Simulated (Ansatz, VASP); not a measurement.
**Si2Ni in VASP and in Ansatz**

The input INCAR:

```
  PREC = Accurate
  ENCUT = 600
  EDIFF = 1E-6
  ISMEAR = -1
  SIGMA = 0.0272
  LREAL = F
  LASPH = T
  NELM = 120
  ALGO = Normal
  ISIF = 2
  LWAVE = F
  LCHARG = F
  GGA = CA
  NBANDS = 16
  GGA_COMPAT = F
```

KPOINTS

```
regular mesh
0
Gamma
  8 8 8
```

POSCAR

```
Si2Ni
1.0
    0.0000000000      2.7030000000      2.7030000000
    2.7030000000      0.0000000000      2.7030000000
    2.7030000000      2.7030000000      0.0000000000
Si Ni
2 1
Direct
    0.2500000000      0.2500000000      0.2500000000
    0.7500000000      0.7500000000      0.7500000000
    0.0000000000      0.0000000000      0.0000000000
```

Input for Ansatz:

```yaml
crystal:
  lattice:
    - [0.0, 2.703, 2.703]
    - [2.703, 0.0, 2.703]
    - [2.703, 2.703, 0.0]
  atoms:
    - { symbol: Si, position: [0.25, 0.25, 0.25] }
    - { symbol: Si, position: [0.75, 0.75, 0.75] }
    - { symbol: Ni, position: [0.0, 0.0, 0.0] }
kpoints:
  mp_grid: { grid: [8, 8, 8] }
scf:
  occupations: { method: fermi_dirac, width: 0.0272 }
hamiltonian:
  xc: lda
  pseudopotentials: { kind: all_electron, lapw: { basis_error: 0.001 } }
output:
  forces: true
  stress: true
  eigenvalues: true
  eigenstates:
    nscf_kmesh: { grid: [12, 12, 12] }
    de_dk: true
    e_range: [-14, 14]
  optics:
    e_range: [0, 20]
    de: 0.2
    sigma: 0.15
    bands: { spectra_wanted_up_to: 20 }
    nscf_kmesh: { grid: [12, 12, 12] }
    drude_damping: 0.136
checkpoint:
  write: ck
  write_wavefunctions: false
```

Alike in both runs: task single point; functional LDA; k mesh 8 × 8 × 8; occupations fermi-dirac, width 0.0272 eV; no spin polarisation.

|  | VASP | Ansatz |
| --- | --- | --- |
| version | VASP 6.6.1 | Ansatz 0.2.0 |
| potentials or method | VASP PAW LDA potentials, release 64 (Si, Ni), cutoff 600 eV | all-electron LAPW, scalar-relativistic |

Ansatz gave:

- pressure (GPa): -5.1

Q: What did VASP give for the same quantities?

A: Pressure (GPa): -4.8.

LDA's correlation is that of Perdew and Zunger in VASP and of Perdew and Wang (1992) in Ansatz. Ansatz ran all-electron here, and VASP with PAW potentials. Ansatz's warnings: optics on partly filled bands.
